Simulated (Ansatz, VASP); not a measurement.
**In: VASP beside Ansatz**

```xyz
1
Lattice="0.0000 2.2761 2.2761 2.2761 0.0000 2.2761 2.2761 2.2761 0.0000" Properties=species:S:1:pos:R:3 pbc="T T T"
In    0.0000    0.0000    0.0000
```

Alike in both runs: task single point; functional LDA; k mesh 13 × 13 × 13; occupations fermi-dirac, width 0.1 eV; no spin polarisation.

|  | VASP | Ansatz |
| --- | --- | --- |
| version | VASP 6.6.1 | Ansatz 0.2.0 |
| potentials or method | VASP PAW LDA potentials, release 64 (In_d), cutoff 520 eV | plane waves (420 eV) with PAW, scalar-relativistic |
| valence electrons in the cell | 13 | 13 |

```tsv
	VASP	Ansatz	Ansatz less VASP
pressure (GPa)	2.5	2.4	-0.05
```

Ansatz warns that its potentials were made for another functional, while VASP's fit it. LDA's correlation is that of Perdew and Zunger in VASP and of Perdew and Wang (1992) in Ansatz.
